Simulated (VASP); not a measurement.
Set up this calculation in VASP 6.6.1, as the native input.

```yaml
Task: single point
Functional: r2SCAN
Potentials_or_basis: VASP PAW PBE potentials, release 64 (Si, Mo_sv)
Cutoff: 520 eV
k_mesh: 18 × 18 × 18
Occupations: gaussian, width 0.1 eV
Spin: no spin polarisation
Dipole_correction: no
Further_INCAR_settings: ALGO = Normal; EDIFF = 1e-06; NBANDS = 18
```

The system is Si2Mo.

```xyz
3
Lattice="-1.6011 1.6011 3.9098 1.6011 -1.6011 3.9098 1.6011 1.6011 -3.9098" Properties=species:S:1:pos:R:3 pbc="T T T"
Si    0.0000    0.0000    5.1977
Si    0.0000    0.0000    2.6218
Mo    0.0000    0.0000    0.0000
```

These files were run (other wordings do the same):

POSCAR

```
Si2Mo
1.0
   -1.6010542718      1.6010542718      3.9097702303
    1.6010542718     -1.6010542718      3.9097702303
    1.6010542718      1.6010542718     -3.9097702303
Si Mo
2 1
Direct
    0.6647104836      0.6647104836      0.0000000000
    0.3352895164      0.3352895164      0.0000000000
    0.0000000000      0.0000000000      0.0000000000
```

INCAR.step1

```
ALGO = Normal ; EDIFF = 1E-4
ENCUT = 520 ; GGA = PE
ISMEAR = 0 ; LASPH = T
LCHARG = F ; LREAL = F
LWAVE = T ; NBANDS = 18
NELM = 100 ; PREC = Accurate
SIGMA = 0.1
```

INCAR.step2

```
ALGO = Normal ; EDIFF = 1E-6
ENCUT = 520 ; ISIF = 2
ISMEAR = 0 ; ISTART = 1
LASPH = T ; LCHARG = F
LMIXTAU = T ; LREAL = F
LWAVE = F ; METAGGA = R2SCAN
NBANDS = 18 ; NELM = 100
PREC = Accurate ; SIGMA = 0.1
```

KPOINTS

```
k-points
0
Gamma
  18 18 18
```

Potentials or basis: VASP PAW PBE potentials, release 64 (Si, Mo_sv).

The run is started by

```console
$ cat potpaw_PBE.64/Si/POTCAR potpaw_PBE.64/Mo_sv/POTCAR > POTCAR
$ cp INCAR.step1 INCAR
$ mpirun -np 1 vasp_std > vasp.out
$ cp INCAR.step2 INCAR
$ mpirun -np 1 vasp_std > vasp.out
```

Results of the run:

```
Pressure               : 0.3 GPa
Largest force          : 0.007 eV/Å
Band gap on the k mesh : zero (bands 11 and 12 overlap by 1.02 eV)
```

Caveat: the PAW data sets were made with another functional, which shifts forces and pressure a little.

Run time: 11 min on 1 thread of Intel(R) Xeon(R) 6975P-C (Granite Rapids), on a shared host, peak memory 0.47 GiB.
